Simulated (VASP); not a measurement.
# Al3Cl in VASP: notebook

Al3Cl is run at these levels: PBE; tasks: single point.

Program: VASP 6.6.1. These are calculated values, not measurements. Logs are shortened: lines on timing, memory, paths and dates and some standing lists are left out, and cuts for length are marked.

**1. The cell of the first run**

The cell holds a slab with vacuum, 4 atoms: a = 2.857 Å, b = 2.857 Å, c = 19.675 Å, α = 90.00°, β = 90.00°, γ = 90.00°.

**2. Single point, PBE**

INCAR

```
ALGO = Normal
DIPOL = 0.5 0.5 0.360
EDIFF = 1E-6
ENCUT = 400
GGA = PE
GGA_COMPAT = F
IDIPOL = 3
ISIF = 2
ISMEAR = 0
LASPH = T
LCHARG = F
LDIPOL = T
LREAL = F
LWAVE = F
NBANDS = 16
NELM = 120
NELMDL = -8
PREC = Accurate
SIGMA = 0.1
```

KPOINTS

```
k-points
0
Gamma
  9 9 1
```

POSCAR

```
Al3Cl
1.0
    2.8567582918      0.0000000000      0.0000000000
    0.0000000000      2.8567582918      0.0000000000
    0.0000000000      0.0000000000     19.6746954375
Al Cl
3 1
Direct
    0.5000000000      0.5000000000      0.2033068320
    0.0000000000      0.0000000000      0.3092728611
    0.5000000000      0.5000000000      0.4154928580
    0.5000000000      0.8333333333      0.5121741825
```

Potentials or basis: VASP PAW PBE potentials, release 64 (Al, Cl).

Started as:

```sh
$ cat potpaw_PBE.64/Al/POTCAR potpaw_PBE.64/Cl/POTCAR > POTCAR
$ mpirun -np 1 vasp_std > vasp.out
```

OUTCAR:

```text
EDIFF = 1E-6
   ENCUT = 400
   GGA = PE
   ISIF = 2
   ISMEAR = 0
   LASPH = T
   LREAL = F
   NELM = 120
   NELMDL = -8
   PREC = Accurate

 ion  position               nearest neighbor table
   1  0.500  0.500  0.203-   2 2.90   2 2.90   2 2.90   2 2.90
   2  0.000  0.000  0.309-   1 2.90   1 2.90   1 2.90   1 2.90   3 2.91   3 2.91   3 2.91   3 2.91

   3  0.500  0.500  0.415-   4 2.13   4 2.69   2 2.91   2 2.91   2 2.91   2 2.91
   4  0.500  0.833  0.512-   3 2.13   3 2.69

  LATTYP: Found a simple tetragonal cell.
 ALAT       =     2.8567582918
 C/A-ratio  =     6.8870703881

  Lattice vectors:

 A1 = (   2.8567582918,   0.0000000000,   0.0000000000)
 A2 = (   0.0000000000,   2.8567582918,   0.0000000000)
 A3 = (   0.0000000000,   0.0000000000,  19.6746954375)

Analysis of symmetry for initial positions (statically):
=====================================================================
 Subroutine PRICEL returns:
 Original cell was already a primitive cell.

 Routine SETGRP: Setting up the symmetry group for a
 simple tetragonal supercell.

 Subroutine GETGRP returns: Found  2 space group operations
 (whereof  2 operations were pure point group operations)
 out of a pool of 16 trial point group operations.

The static configuration has the point symmetry C_1h.

Analysis of symmetry for dynamics (positions and initial velocities):
=====================================================================
 Subroutine PRICEL returns:
 Original cell was already a primitive cell.

 Routine SETGRP: Setting up the symmetry group for a
 simple tetragonal supercell.

 Subroutine GETGRP returns: Found  2 space group operations
 (whereof  2 operations were pure point group operations)
 out of a pool of 16 trial point group operations.

The dynamic configuration has the point symmetry C_1h.

 Subroutine INISYM returns: Found  2 space group operations
 (whereof  2 operations are pure point group operations),
 and found     1 'primitive' translations

----------------------------------------------------------------------------------------

                                     Primitive cell

  volume of cell :     160.5665

  direct lattice vectors                    reciprocal lattice vectors
     2.856758292  0.000000000  0.000000000     0.350047116  0.000000000  0.000000000
     0.000000000  2.856758292  0.000000000     0.000000000  0.350047116  0.000000000
     0.000000000  0.000000000 19.674695437     0.000000000  0.000000000  0.050826708

  length of vectors
     2.856758292  2.856758292 19.674695437     0.350047116  0.350047116  0.050826708

  position of ions in fractional coordinates (direct lattice)
     0.500000000  0.500000000  0.203306832
     0.000000000  0.000000000  0.309272861
     0.500000000  0.500000000  0.415492858
     0.500000000  0.833333333  0.512174182

  ion indices of the primitive-cell ions
   primitive index   ion index
                 1           1
                 2           2
                 3           3
                 4           4

----------------------------------------------------------------------------------------

 KPOINTS: k-points

Automatic generation of k-mesh.
 Grid dimensions read from file:
 generate k-points for:    9    9    1

 Generating k-lattice:

  Cartesian coordinates                     Fractional coordinates (reciprocal lattice)
     0.038894124  0.000000000  0.000000000     0.111111111  0.000000000  0.000000000
     0.000000000  0.038894124  0.000000000     0.000000000  0.111111111  0.000000000
     0.000000000  0.000000000  0.050826708     0.000000000  0.000000000  1.000000000

  Length of vectors
     0.038894124  0.038894124  0.050826708

  Shift w.r.t. Gamma in fractional coordinates (k-lattice)
     0.000000000  0.000000000  0.000000000

 Subroutine IBZKPT returns following result:
 ===========================================

 Found     25 irreducible k-points:

 Following reciprocal coordinates:
            Coordinates               Weight
  0.000000  0.000000  0.000000      1.000000
  0.111111  0.000000  0.000000      2.000000
  0.000000  0.111111  0.000000      2.000000
  0.222222  0.000000  0.000000      2.000000
  0.000000  0.222222  0.000000      2.000000
  0.333333  0.000000  0.000000      2.000000
[... 16 lines left out ...]
  0.444444  0.333333  0.000000      4.000000
 -0.333333  0.444444  0.000000      4.000000
   k-points           NKPTS =     25   k-points in BZ     NKDIM =     25   number of bands    NBANDS=     16
   number of dos      NEDOS =    301   number of ions     NIONS =      4
   total plane-waves  NPLWV =  51200
   dimension x,y,z NGX =    20 NGY =   20 NGZ =  128
   dimension x,y,z NGXF=    40 NGYF=   40 NGZF=  256
   ions per type =               3   1
   NGX,Y,Z   is equivalent  to a cutoff of  11.64, 11.64, 10.82 a.u.
   NGXF,Y,Z  is equivalent  to a cutoff of  23.28, 23.28, 21.63 a.u.
 SYSTEM =  unknown system
   PREC   = accura    normal or accurate (medium, high low for compatibility)
   ISTART =      0    job   : 0-new  1-cont  2-samecut
   ICHARG =      2    charge: 1-file 2-atom 10-const
   ISPIN  =      1    spin polarized calculation?
   LNONCOLLINEAR =      F non collinear calculations
   LSORBIT =      F    spin-orbit coupling
   LASPH  =      T    aspherical Exc in radial PAW
   ENCUT  =  400.0 eV  29.40 Ry    5.42 a.u.   4.66  4.66 32.08*2*pi/ulx,y,z
   NELM   =    120;   NELMIN=  2; NELMDL= -8     # of ELM steps
   EDIFF  = 0.1E-05   stopping-criterion for ELM
   LREAL  =      F    real-space projection
   EDIFFG = 0.1E-04   stopping-criterion for IOM
   NSW    =      0    number of steps for IOM
   IBRION =     -1    ionic relax: 0-MD 1-quasi-New 2-CG
   NFREE  =      0    steps in history (QN), initial steepest desc. (CG)
   ISIF   =      2    stress and relaxation
   ISYM   =      2    0-nonsym 1-usesym 2-fastsym
   POTIM  = 0.5000    time-step for ionic-motion
   TEBEG  =    0.0;   TEEND  =   0.0 temperature during run
   PSTRESS=    0.0 pullay stress
   NELECT =      16.0000    total number of electrons
   NUPDOWN=      -1.0000    fix difference up-down
   EMIN   =  10.00;   EMAX   =-10.00  energy-range for DOS
   EFERMI =   0.00;   METHOD = LEGACY
   ISMEAR =     0;   SIGMA  =   0.10  broadening in eV -4-tet -1-fermi 0-gaus
   EFERMI_NEDOS =   21; number of points for ismear=-14 and -15
   IALGO  =     38    algorithm
   IMIX   =      4    mixing-type and parameters
     AMIX     =   0.40;   BMIX     =  1.00
     AMIX_MAG =   1.60;   BMIX_MAG =  1.00
  volume/ion in A,a.u.               =      40.14       270.89
  Fermi-wavevector in a.u.,A,eV,Ry     =   0.758979  1.434263  7.837626  0.576049
  Thomas-Fermi vector in A             =   1.857671
   LORBIT       =      0    0 simple, 1 ext, 2 COOP (PROOUT), +10 PAW based schemes
   GGA     = PE    functional components
   LHFCALC =     F    Hartree Fock is set to
   AEXX    =    0.0000 exact exchange contribution
   IVDW    =     0    specifies the selected vdW correction
   LEPSILON=     F    determine dielectric tensor
   LRPA    =     F    only Hartree local field effects (RPA)
 non-spin polarized calculation
 Gauss-broadening in eV      SIGMA  =   0.10
  energy-cutoff  :      400.00
  volume of cell :      160.57
 maximum number of plane-waves:      2959
 NGX is ok and might be reduce to    20
   NGX =  9   NGY =  9   NGZ = 65

 dipolmoment           0.000000      0.000000     -0.074696 electrons x Angstroem

 number of electron      15.9999997 magnetization

 dipolmoment           0.000000      0.000000      0.047170 electrons x Angstroem

 Free energy of the ion-electron system (eV)
  ---------------------------------------------------
  ext. energy  EPLUGINS =         0.00000000
  ---------------------------------------------------
  free energy    TOTEN  =       -13.14942727 eV

  energy without entropy =      -13.14007291  energy(sigma->0) =      -13.14475009

 E-fermi :   0.5348     XC(G=0):  -5.0372

 val. band max:        0.5252580973   @ k =   0.3333   0.1111   0.0000
 cond. band min:       0.5487783259   @ k =  -0.2222   0.4444   0.0000
 fundamental gap:      0.0235202286
 Fermi energy:         0.5348187422

 k-point     1 :       0.0000    0.0000    0.0000
  band No.  band energies     occupation
      1     -16.5337      2.00000
      2      -9.8811      2.00000
      3      -7.9107      2.00000
      4      -5.6429      2.00000
      5      -2.9922      2.00000
      6      -0.9584      2.00000
[... 8 lines left out ...]
     15       7.0305      0.00000
     16       7.5446      0.00000

 k-point     2 :       0.1111    0.0000    0.0000
  band No.  band energies     occupation
      1     -16.4222      2.00000
      2      -9.6619      2.00000
      3      -7.7091      2.00000
      4      -5.4803      2.00000
      5      -2.8375      2.00000
      6      -1.5354      2.00000
[... 8 lines left out ...]
     15       7.2152      0.00000
     16       7.7051      0.00000

 k-point     3 :       0.0000    0.1111    0.0000
  band No.  band energies     occupation
      1     -16.4118      2.00000
      2      -9.6622      2.00000
      3      -7.7103      2.00000
      4      -5.4799      2.00000
      5      -2.8429      2.00000
      6      -1.8626      2.00000
[... 8 lines left out ...]
     15       7.0666      0.00000
     16       7.9401      0.00000
[... 362 lines left out ...]
 k-point    23 :       0.4444    0.3333    0.0000
  band No.  band energies     occupation
      1     -14.6092      2.00000
      2      -5.0550      2.00000
      3      -4.7109      2.00000
      4      -4.2331      2.00000
      5      -3.7827      2.00000
      6      -2.4376      2.00000
[... 8 lines left out ...]
     15       5.3200      0.00000
     16       6.1947      0.00000

 k-point    24 :      -0.3333    0.4444    0.0000
  band No.  band energies     occupation
      1     -14.5668      2.00000
      2      -5.7226      2.00000
      3      -4.6140      2.00000
      4      -3.8612      2.00000
      5      -3.5821      2.00000
      6      -2.4221      2.00000
[... 8 lines left out ...]
     15       5.2492      0.00000
     16       6.2502      0.00000

 [... further k-points ...]

------------------------ aborting loop because EDIFF is reached ----------------------------------------

 vacuum level on the upper side and lower side of the slab       (xc-potential included)         0.483        -0.525

  FORCE on cell =-STRESS in cart. coord.  units (eV):
  Direction    XX          YY          ZZ          XY          YZ          ZX
  --------------------------------------------------------------------------------------
  -------------------------------------------------------------------------------------
  Total        2.9883945      3.7624207     -0.6582370      0.0000000      1.0982853      0.0000000
  in kB       29.8190288     37.5424770     -6.5680718      0.0000000     10.9589951      0.0000000
  external PRESSURE =      20.2644780 kB  Pullay stress =       0.0000000 kB

 VOLUME and BASIS-vectors are now :
 -----------------------------------------------------------------------------
  energy-cutoff  :      400.00
  volume of cell :      160.57
      direct lattice vectors                 reciprocal lattice vectors
     2.856758292  0.000000000  0.000000000     0.350047116  0.000000000  0.000000000
     0.000000000  2.856758292  0.000000000     0.000000000  0.350047116  0.000000000
     0.000000000  0.000000000 19.674695437     0.000000000  0.000000000  0.050826708

 POSITION                                       TOTAL-FORCE (eV/Angst)
 -----------------------------------------------------------------------------------
      1.42838      1.42838      4.00000         0.000000     -0.027140     -0.041533
      0.00000      0.00000      6.08485         0.000000      0.005199      0.368548
      1.42838      1.42838      8.17470         0.000000     -0.502484     -0.309219
      1.42838      2.38063     10.07687         0.000000      0.524425     -0.017796
 -----------------------------------------------------------------------------------
    total drift:                                0.000000      0.000037      0.000165

  FREE ENERGIE OF THE ION-ELECTRON SYSTEM (eV)
  ---------------------------------------------------
  free  energy   TOTEN  =       -13.1494272674 eV

  energy  without entropy=      -13.1400729077  energy(sigma->0) =      -13.14475009

 vacuum level on the upper side and lower side of the slab         5.524         4.482
```

Run time: 77 s. Hardware: 1 thread of Intel Xeon 6975P-C, shared host; peak memory 0.23 GiB.

Results:

```
Free energy            : -13.1494 eV
Largest force          : 0.590 eV/Å
Band gap on the k mesh : zero (band 8 reaches 1.10 eV, above the bottom of band 9 at -0.01 eV)
```

Forces in eV/Å, atoms in the order of the input:
```
Al   0.000 -0.027 -0.042
Al   0.000  0.005  0.369
Al   0.000 -0.502 -0.309
Cl   0.000  0.524 -0.018
```

**3. Single point, PBE**

INCAR

```
SYSTEM = Al3Cl
PREC = Accurate ; ENCUT = 400
EDIFF = 1E-6 ; ISMEAR = 0
SIGMA = 0.1 ; LREAL = .FALSE.
LASPH = .TRUE. ; NELM = 120
ALGO = Normal ; ISIF = 2
LWAVE = .FALSE. ; LCHARG = .FALSE.
LDIPOL = .TRUE. ; IDIPOL = 3
DIPOL = 0.5 0.5 0.362 ; GGA = PE
NBANDS = 16 ; GGA_COMPAT = .FALSE.
NELMDL = -8
```

KPOINTS

```
regular mesh
0
G
  9 9 1
  0 0 0
```

POSCAR: that of step 2 with these lines changed.

```diff
@@ -11,2 +11,2 @@
     0.5000000000      0.5000000000      0.4154928580
-    0.5000000000      0.8333333333      0.5121741825
+    0.5000000000      0.6666666667      0.5197989115
```

Potentials or basis: VASP PAW PBE potentials, release 64 (Al, Cl).

Started as:

```sh
$ cat potpaw_PBE.64/Al/POTCAR potpaw_PBE.64/Cl/POTCAR > POTCAR
$ mpirun -np 1 vasp_std > vasp.out
```

Wall time 90 s (1 thread of Intel Xeon 6975P-C, shared host); peak memory 0.23 GiB.

It converged, with:

| Property | Result |
| --- | --- |
| Free energy | -12.9807 eV |
| Largest force | 0.441 eV/Å |
| Band gap on the k mesh | zero (band 8 reaches 0.74 eV, above the bottom of band 9 at -0.10 eV) |

Forces on the atoms (eV/Å):
```
Al   0.000 -0.022 -0.032
Al   0.000 -0.001  0.441
Al   0.000 -0.131 -0.359
Cl   0.000  0.154 -0.050
```

Levels at points of the mesh, in eV from the Fermi level:
| k point | band 4 | band 5 | band 6 | band 7 | band 8 | band 9 | band 10 | band 11 | band 12 | band 13 |
| --- | --- | --- | --- | --- | --- | --- | --- | --- | --- | --- |
| (0.00, 0.00, 0.00) | -6.01 | -3.59 | -0.68 | -0.63 | -0.05 | 3.16 | 4.65 | 5.11 | 5.89 | 6.16 |

**4. Single point, PBE**

INCAR

```
SYSTEM = Al3Cl
ALGO = Normal
DIPOL = 0.5 0.5 0.357
EDIFF = 1E-6
ENCUT = 400
GGA = PE
GGA_COMPAT = .False.
IDIPOL = 3
ISIF = 2
ISMEAR = 0
LASPH = .True.
LCHARG = .True.
LDIPOL = .True.
LELF = .True.
LREAL = .False.
LVACPOTAV = .True.
LVHAR = .True.
LWAVE = .False.
NBANDS = 16
NELM = 120
NELMDL = -8
PREC = Accurate
SIGMA = 0.1
```

KPOINTS

```
k-points
0
Gamma
  9 9 1
  0 0 0
```

POSCAR: that of step 3 with these lines changed.

```diff
@@ -11,2 +11,2 @@
     0.5000000000      0.5000000000      0.4154928580
-    0.5000000000      0.6666666667      0.5197989115
+    0.8333333333      1.0000000000      0.5009669551
```

Started as:

```sh
$ cat potpaw_PBE.64/Al/POTCAR potpaw_PBE.64/Cl/POTCAR > POTCAR
$ mpirun -np 1 vasp_std > vasp.out
```

Run time: 75 s. Hardware: 1 thread of Intel Xeon 6975P-C, shared host; peak memory 0.23 GiB.

The run converged. Its results:

```yaml
Free_energy: -13.1437 eV
Largest_force: 0.370 eV/Å
Band_gap_on_the_k_mesh: zero (band 8 reaches 1.64 eV, above the bottom of band 9 at 0.10 eV)
```

Forces in eV/Å, atoms in the order of the input:
```
Al  -0.008  0.000 -0.045
Al   0.007  0.000  0.225
Al   0.330  0.000 -0.168
Cl  -0.330  0.000 -0.013
```

Levels at points of the mesh, in eV from the Fermi level:
| k point | band 6 | band 7 | band 8 | band 9 | band 10 | band 11 |
| --- | --- | --- | --- | --- | --- | --- |
| (0.00, 0.00, 0.00) | -2.56 | -2.32 | 0.46 | 3.17 | 4.21 | 4.37 |
